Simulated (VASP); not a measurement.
Si, 1 atom in the cell. Symmetry: I4/mmm, No. 139, tetragonal system. The conventional cell has a = 3.205 Å, b = 3.205 Å, c = 2.680 Å, α = 90.00°, β = 90.00°, γ = 90.00°. Within 3.5 Å of Si (site symmetry 4/mmm) lie 14 Si at 2.63 to 3.21 Å.  This cell differs from its parent crystal: strain -0.015 along x and y, +0.015 along z.

- Program: VASP 6.6.1
- Task: single point
- Functional: r2SCAN
- Potentials or basis: VASP PAW PBE potentials, release 64 (Si)
- Cutoff: 520 eV
- k mesh: 22 × 22 × 22
- Occupations: gaussian, width 0.15 eV
- Spin: no spin polarisation
- Dipole correction: no
- Further INCAR settings: ALGO = Normal; EDIFF = 1e-06; NBANDS = 8

Potentials or basis: VASP PAW PBE potentials, release 64 (Si).

Command:

```console
$ cat potpaw_PBE.64/Si/POTCAR > POTCAR
$ cp INCAR.step1 INCAR
$ mpirun -np 1 vasp_std > vasp.out
$ cp INCAR.step2 INCAR
$ mpirun -np 1 vasp_std > vasp.out
```

Hardware: 1 thread of Intel Xeon 8259CL (shared host).

Question: Estimate the wall time of this run.

Answer: Wall time 5.1 min on 1 thread of Intel Xeon 8259CL, on a shared host, peak memory 0.18 GiB. Counts: k points 834.
